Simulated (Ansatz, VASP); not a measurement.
**SiPdRu5 in VASP and in Ansatz**

INCAR

```
PREC     = Accurate       # precision mode
ENCUT    = 500            # plane-wave cutoff, eV
EDIFF    = 1E-6           # SCF threshold, eV
ISMEAR   = 0              # smearing method
SIGMA    = 0.1            # smearing width, eV
LREAL    = F              # projectors in reciprocal space
LASPH    = T              # aspherical terms in the spheres
NELM     = 120            # most SCF steps
ALGO     = Normal         # electronic algorithm
ISIF     = 2              # what is computed and relaxed
LWAVE    = F              # write WAVECAR
LCHARG   = F              # write CHGCAR
GGA      = PE             # functional
NBANDS   = 51             # bands
GGA_COMPAT= F
```

The input KPOINTS:

```
regular mesh
0
Gamma
  6 6 2
```

Contents of POSCAR:

```
SiPdRu5
1.0
    3.6770432646      0.0000000000      0.0000000000
    0.0000000000      3.6770432646      0.0000000000
    0.0000000000      0.0000000000      7.7327153429
Si Ru Pd
1 5 1
Direct
    0.0000000000      0.0000000000      0.0000000000
    0.0000000000      0.5000000000      0.7479810266
    0.5000000000      0.0000000000      0.7479810266
    0.0000000000      0.5000000000      0.2520189734
    0.5000000000      0.0000000000      0.2520189734
    0.5000000000      0.5000000000      0.0000000000
    0.0000000000      0.0000000000      0.5000000000
```

Input for Ansatz:

```yaml
crystal:
  lattice:
    - [3.6770432646, 0.0, 0.0]
    - [0.0, 3.6770432646, 0.0]
    - [0.0, 0.0, 7.7327153429]
  atoms:
    - { symbol: Si, position: [0.0, 0.0, 0.0] }
    - { symbol: Ru, position: [0.0, 0.5, 0.7479810266] }
    - { symbol: Ru, position: [0.5, 0.0, 0.7479810266] }
    - { symbol: Ru, position: [0.0, 0.5, 0.2520189734] }
    - { symbol: Ru, position: [0.5, 0.0, 0.2520189734] }
    - { symbol: Ru, position: [0.5, 0.5, 0.0] }
    - { symbol: Pd, position: [0.0, 0.0, 0.5] }
basis:
  ecutwfc: 420
kpoints:
  mp_grid: { grid: [6, 6, 2] }
hamiltonian:
  xc: pbe
scf:
  occupations: { method: gaussian, width: 0.1 }
  lower_state_search: "off"
output:
  forces: true
  stress: true
  eigenvalues: true
```

Alike in both runs: task single point; functional PBE; k mesh 6 × 6 × 2; occupations gaussian, width 0.1 eV; no spin polarisation.

```csv
,VASP,Ansatz
version,VASP 6.6.1,Ansatz 0.2.0
potentials or method,"VASP PAW PBE potentials, release 64 (Si, Ru_pv, Pd), cutoff 500 eV","scalar-relativistic, plane waves, PAW"
valence electrons in the cell,84,102
```

Ansatz gave:

* gap on the k mesh at the Fermi level (eV): none
* pressure (GPa): -0.2
* traceless stress, the component that is largest in VASP (GPa): -0.24
* rms of the force components (eV/Å): 0.000

Task: What did VASP give for the same quantities?

Result: gap on the k mesh at the Fermi level (eV): none; pressure (GPa): -0.2; traceless stress, the component that is largest in VASP (GPa): -0.27; rms of the force components (eV/Å): 0.006.

Atom by atom the forces differ by 0.005 eV/Å (rms over components). A gap of «none» marks a metal or a gap that the smearing closes. VASP's potentials hold 84 valence electrons a cell and Ansatz's 102, so a difference there can come from the potentials and not from the codes.

The k mesh is coarse, so the values compare programs but aren't converged.
